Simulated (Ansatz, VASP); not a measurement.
Zr2BN3 in VASP and in Ansatz

```xyz
6
Lattice="5.6408 0.0000 0.0000 -2.8204 4.8850 0.0000 0.0000 0.0000 2.9612" Properties=species:S:1:pos:R:3 pbc="T T T"
Zr    0.0000    3.2567    0.0000
Zr    2.8204    1.6283    0.0000
B     0.0000    0.0000    0.0000
N     2.8204    0.0000    1.4806
N     1.4102    2.4425    1.4806
N    -1.4102    2.4425    1.4806
```

Change from the starting cell: species swapped into the EuB2Rh3 type (P6/mmm, No. 191).

Alike in both runs: functional PBE; k mesh 12 × 12 × 12; occupations gaussian, width 0.1 eV; no spin polarisation.

Ansatz relaxed the structure, and its values are those at the end. VASP's run is a single point on that final structure, the one shown.

|  | VASP | Ansatz |
| --- | --- | --- |
| version | VASP 6.6.1 | Ansatz 0.2.0 |
| potentials or method | VASP PAW PBE potentials, release 64 (Zr_sv, B, N), cutoff 520 eV | scalar-relativistic, plane waves, PAW |
| valence electrons in the cell | 42 | 42 |

VASP gave:

```
gap on the k mesh at the Fermi level (eV) : none
pressure (GPa)                            : 0.1
```

**Question.** Which values does Ansatz return?

**Answer.** gap on the k mesh at the Fermi level (eV): none; pressure (GPa): 0.0.

A gap of «none» marks a metal or a gap that the smearing closes.
